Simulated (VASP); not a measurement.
# HfZr2Se6 (P-31m) in VASP: single point with PBE

Aim: the single point of HfZr2Se6 with PBE.

Everything below comes from runs of VASP 6.6.1. Logs are shortened: lines on timing, memory, paths and dates and some standing lists are left out, and cuts for length are marked.

## 1. The cell of the first run

The structure is trigonal, space group P-31m (No. 162). The conventional cell has a = 6.564 Å, b = 6.564 Å, c = 6.941 Å, α = 90.00°, β = 90.00°, γ = 120.00°. Zr (site symmetry 32) has 6 Se at 2.71 Å within 3.6 Å. Within 3.5 Å of Hf (site symmetry -3m) lie 6 Se at 2.69 Å. Within 3.5 Å of Se (site symmetry m) lie 1 Hf at 2.69 Å and 2 Zr at 2.71 Å.

## 2. Single point, PBE

INCAR reads:

```
PREC = Accurate
ENCUT = 520
EDIFF = 1E-6
ISMEAR = 0
SIGMA = 0.02
LREAL = F
LASPH = T
NELM = 80
ALGO = Normal
ISIF = 2
LWAVE = F
LCHARG = F
GGA = PE
NBANDS = 45
```

KPOINTS reads:

```
regular mesh
0
Gamma
  6 6 6
```

POSCAR reads:

```
HfZr2Se6
1.0
    6.5635656815      0.0000000000      0.0000000000
   -3.2817828407      5.6842146196      0.0000000000
    0.0000000000      0.0000000000      6.9411880528
Zr Hf Se
2 1 6
Direct
    0.3333333333      0.6666666667      0.0000000000
    0.6666666667      0.3333333333      0.0000000000
    0.0000000000      0.0000000000      0.0000000000
    0.3311365099      0.0000000000      0.2277860321
    0.0000000000      0.3311365099      0.2277860321
    0.6688634901      0.6688634901      0.2277860321
    0.6688634901      0.0000000000      0.7722139679
    0.3311365099      0.3311365099      0.7722139679
    0.0000000000      0.6688634901      0.7722139679
```

Potentials or basis: VASP PAW PBE potentials, release 64 (Zr_sv, Hf_pv, Se).

Run with:

```console
> cat potpaw_PBE.64/Zr_sv/POTCAR potpaw_PBE.64/Hf_pv/POTCAR potpaw_PBE.64/Se/POTCAR > POTCAR
> mpirun -np 1 vasp_std > vasp.out
```

OUTCAR:

```text
PREC = Accurate
   ENCUT = 520
   EDIFF = 1E-6
   ISMEAR = 0
   LREAL = F
   LASPH = T
   NELM = 80
   ISIF = 2
   GGA = PE

 ion  position               nearest neighbor table
   1  0.333  0.667  0.000-   4 2.71   9 2.71   5 2.71   7 2.71   8 2.71   6 2.71   3 3.79   2 3.79
                             2 3.79   3 3.79   3 3.79   2 3.79
   2  0.667  0.333  0.000-   7 2.71   5 2.71   9 2.71   4 2.71   6 2.71   8 2.71   3 3.79   1 3.79
                             1 3.79   3 3.79   3 3.79   1 3.79
   3  0.000  0.000  0.000-   5 2.69   9 2.69   7 2.69   4 2.69   8 2.69   6 2.69   1 3.79   2 3.79
                             1 3.79   2 3.79   2 3.79   1 3.79
   4  0.331  0.000  0.228-   3 2.69   1 2.71   2 2.71
   5  0.000  0.331  0.228-   3 2.69   2 2.71   1 2.71
   6  0.669  0.669  0.228-   3 2.69   2 2.71   1 2.71
   7  0.669  0.000  0.772-   3 2.69   2 2.71   1 2.71
   8  0.331  0.331  0.772-   3 2.69   1 2.71   2 2.71
   9  0.000  0.669  0.772-   3 2.69   1 2.71   2 2.71

  LATTYP: Found a hexagonal cell.
 ALAT       =     6.5635656815
 C/A-ratio  =     1.0575331138

  Lattice vectors:

 A1 = (   6.5635656815,   0.0000000000,   0.0000000000)
 A2 = (  -3.2817828407,   5.6842146196,   0.0000000000)
 A3 = (   0.0000000000,   0.0000000000,   6.9411880528)

Analysis of symmetry for initial positions (statically):
=====================================================================
 Subroutine PRICEL returns:
 Original cell was already a primitive cell.

 Routine SETGRP: Setting up the symmetry group for a
 hexagonal supercell.

 Subroutine GETGRP returns: Found 12 space group operations
 (whereof 12 operations were pure point group operations)
 out of a pool of 24 trial point group operations.

The static configuration has the point symmetry D_3d.

Analysis of symmetry for dynamics (positions and initial velocities):
=====================================================================
 Subroutine PRICEL returns:
 Original cell was already a primitive cell.

 Routine SETGRP: Setting up the symmetry group for a
 hexagonal supercell.

 Subroutine GETGRP returns: Found 12 space group operations
 (whereof 12 operations were pure point group operations)
 out of a pool of 24 trial point group operations.

The dynamic configuration has the point symmetry D_3d.

 Subroutine INISYM returns: Found 12 space group operations
 (whereof 12 operations are pure point group operations),
 and found     1 'primitive' translations
[... 115 lines left out ...]
   ISIF   =      2    stress and relaxation
   ISYM   =      2    0-nonsym 1-usesym 2-fastsym
   POTIM  = 0.5000    time-step for ionic-motion
   TEBEG  =    0.0;   TEEND  =   0.0 temperature during run
   PSTRESS=    0.0 pullay stress
   NELECT =      70.0000    total number of electrons
   NUPDOWN=      -1.0000    fix difference up-down
   EMIN   =  10.00;   EMAX   =-10.00  energy-range for DOS
   EFERMI =   0.00;   METHOD = LEGACY
   ISMEAR =     0;   SIGMA  =   0.02  broadening in eV -4-tet -1-fermi 0-gaus
   EFERMI_NEDOS =   21; number of points for ismear=-14 and -15
   IALGO  =     38    algorithm
   IMIX   =      4    mixing-type and parameters
     AMIX     =   0.40;   BMIX     =  1.00
     AMIX_MAG =   1.60;   BMIX_MAG =  1.00
  volume/ion in A,a.u.               =      28.77       194.18
  Fermi-wavevector in a.u.,A,eV,Ry     =   1.058505  2.000284 15.244407  1.120432
  Thomas-Fermi vector in A             =   2.193816
   LORBIT       =      0    0 simple, 1 ext, 2 COOP (PROOUT), +10 PAW based schemes
   GGA     = PE    functional components
   LHFCALC =     F    Hartree Fock is set to
   AEXX    =    0.0000 exact exchange contribution
   IVDW    =     0    specifies the selected vdW correction
   LEPSILON=     F    determine dielectric tensor
   LRPA    =     F    only Hartree local field effects (RPA)
 non-spin polarized calculation
 Gauss-broadening in eV      SIGMA  =   0.02
  energy-cutoff  :      520.00
  volume of cell :      258.97
 maximum number of plane-waves:      6998
 NGX is ok and might be reduce to    50
   NGX = 25   NGY = 25   NGZ = 25

 number of electron      69.9999998 magnetization

 Free energy of the ion-electron system (eV)
  ---------------------------------------------------
  ext. energy  EPLUGINS =         0.00000000
  ---------------------------------------------------
  free energy    TOTEN  =       -60.18861130 eV

  energy without entropy =      -60.18861130  energy(sigma->0) =      -60.18861130

 E-fermi :   2.8661     XC(G=0):  -8.7882

 val. band max:        2.7816571187   @ k =   0.0000   0.0000   0.0000
 cond. band min:       3.2308393793   @ k =   0.5000   0.0000   0.5000
 fundamental gap:      0.4491822606
 Fermi energy:         2.8660593377

 k-point     1 :       0.0000    0.0000    0.0000
  band No.  band energies     occupation
      1     -46.7161      2.00000
      2     -46.7071      2.00000
      3     -28.4581      2.00000
      4     -28.4581      2.00000
      5     -28.4463      2.00000
      6     -24.7704      2.00000
[... 1141 lines left out ...]
     44       5.8167      0.00000
     45       6.7624      0.00000

 [... further k-points ...]

------------------------ aborting loop because EDIFF is reached ----------------------------------------

  FORCE on cell =-STRESS in cart. coord.  units (eV):
  Direction    XX          YY          ZZ          XY          YZ          ZX
  --------------------------------------------------------------------------------------
  -------------------------------------------------------------------------------------
  Total       -0.0597938     -0.0597938     -0.0604107     -0.0000000      0.0000000     -0.0000000
  in kB       -0.3699323     -0.3699323     -0.3737491     -0.0000000      0.0000000     -0.0000000
  external PRESSURE =      -0.3712046 kB  Pullay stress =       0.0000000 kB

 VOLUME and BASIS-vectors are now :
 -----------------------------------------------------------------------------
  energy-cutoff  :      520.00
  volume of cell :      258.97
      direct lattice vectors                 reciprocal lattice vectors
     6.563565682  0.000000000  0.000000000     0.152356211  0.087962900  0.000000000
    -3.281782841  5.684214620  0.000000000     0.000000000  0.175925799  0.000000000
     0.000000000  0.000000000  6.941188053     0.000000000  0.000000000  0.144067556

 POSITION                                       TOTAL-FORCE (eV/Angst)
 -----------------------------------------------------------------------------------
     -0.00000      3.78948      0.00000        -0.000000     -0.000000      0.000000
      3.28178      1.89474      0.00000        -0.000000     -0.000000      0.000000
      0.00000      0.00000      0.00000        -0.000000     -0.000000      0.000000
      2.17344      0.00000      1.58111        -0.029594     -0.000000     -0.005318
     -1.08672      1.88225      1.58111         0.014797     -0.025629     -0.005318
      2.19506      3.80196      1.58111         0.014797      0.025629     -0.005318
      4.39013      0.00000      5.36008         0.029594     -0.000000      0.005318
      1.08672      1.88225      5.36008        -0.014797     -0.025629      0.005318
     -2.19506      3.80196      5.36008        -0.014797      0.025629      0.005318
 -----------------------------------------------------------------------------------
    total drift:                                0.000000     -0.000000     -0.000000

  FREE ENERGIE OF THE ION-ELECTRON SYSTEM (eV)
  ---------------------------------------------------
  free  energy   TOTEN  =       -60.1886113004 eV

  energy  without entropy=      -60.1886113004  energy(sigma->0) =      -60.18861130
```

It took 8.3 min on 1 thread of Intel Xeon Platinum 8259CL at 2.50GHz (Skylake/Cascade Lake), shared host; peak memory 0.6 GiB.

Results:

* Free energy: -60.1886 eV
* Pressure: 0.0 GPa
* Largest force: 0.030 eV/Å
* Band gap on the k mesh: 0.45 eV (least direct gap 1.21 eV)

Forces on the atoms (eV/Å):
```
Zr   0.000  0.000  0.000
Zr   0.000  0.000  0.000
Hf   0.000  0.000  0.000
Se  -0.030  0.000 -0.005
Se   0.015 -0.026 -0.005
Se   0.015  0.026 -0.005
Se   0.030  0.000  0.005
Se  -0.015 -0.026  0.005
Se  -0.015  0.026  0.005
```

Caveat: semilocal functionals underestimate gaps, and a narrow one can read as zero; spin-orbit coupling is left out, which moves the levels of the heavy elements; this functional lacks dispersion, which binds layers or chains, so the pressure and a relaxed spacing across them are unreliable.
